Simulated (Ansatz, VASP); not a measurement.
**One calculation of N, two programs**

```
N
1.0
     5.87142    0.36696    0.36696
     0.36696    5.87142    0.36696
     0.36696    0.36696    5.87142
N
4
Direct
  0.00006 0.00006 0.00006
  0.49994 0.99994 0.50006
  0.50006 0.49994 0.99994
  0.99994 0.50006 0.49994
```

Alike in both runs: task single point; functional PBEsol; k mesh 4 × 4 × 4; occupations gaussian, width 0.05 eV; collinear spin.

```csv
,VASP,Ansatz
version,VASP 6.6.1,Ansatz 0.2.0
potentials or method,"VASP PAW PBE potentials, release 64 (N), cutoff 520 eV","scalar-relativistic, plane waves, PAW"
valence electrons in the cell,20,20
```

VASP gave:

| Item | Value |
| --- | --- |
| gap on the k mesh at the Fermi level (eV) | 3.23 |
| least direct gap on the mesh (eV) | 3.25 |
| pressure (GPa) | 0.0 |
| net moment per atom (μB) | 3.00 |
| size of the moment on the site where the two differ most (μB) | 1.94 |

Task: What did Ansatz give for the same quantities?

Result: gap on the k mesh at the Fermi level (eV): 3.23; least direct gap on the mesh (eV): 3.26; pressure (GPa): 0.1; net moment per atom (μB): 3.00; size of the moment on the site where the two differ most (μB): 2.92.

VASP's potentials were made for PBE, not for PBEsol. Site moments also hang on the region over which each program counts them.
